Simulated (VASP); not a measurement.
## Re: single point with PBEsol

The system is Re.

```
Re
1.0
     0.00000    2.72084    2.72084
     2.72084    0.00000    2.72084
     2.72084    2.72084    0.00000
Re
2
Direct
  0.12500 0.12500 0.12500
  0.87500 0.87500 0.87500
```

This isn't the form of Re at room conditions, which is hcp.

```
Program                : VASP 6.6.1
Task                   : single point
Functional             : PBEsol
Potentials or basis    : VASP PAW PBE potentials, release 64 (Re_sv_GW)
Cutoff                 : 560 eV
k mesh                 : 11 × 11 × 11
Occupations            : fermi-dirac, width 0.1 eV
Spin                   : no spin polarisation
Dipole correction      : no
Further INCAR settings : ALGO = Normal; EDIFF = 1e-06; NBANDS = 22
```

```
Pressure               : 16.4 GPa
Band gap on the k mesh : zero (bands 15 and 16 overlap by 1.28 eV)
```

Levels at points of the mesh, in eV from the Fermi level:
| k point | band 12 | band 13 | band 14 | band 15 | band 16 | band 17 | band 18 | band 19 |
| --- | --- | --- | --- | --- | --- | --- | --- | --- |
| (0.00, 0.00, 0.00) | -2.45 | -2.45 | -2.45 | 0.73 | 0.73 | 0.73 | 4.77 | 4.77 |

Wall time 58 s on 1 thread of Intel(R) Xeon(R) 6975P-C (Granite Rapids), with other jobs on the host, peak memory 0.21 GiB.

Caveat: the cell stands under pressure; the PAW data sets were made with another functional, which shifts forces and pressure a little; spin-orbit coupling is left out, which moves the levels of the heavy elements.
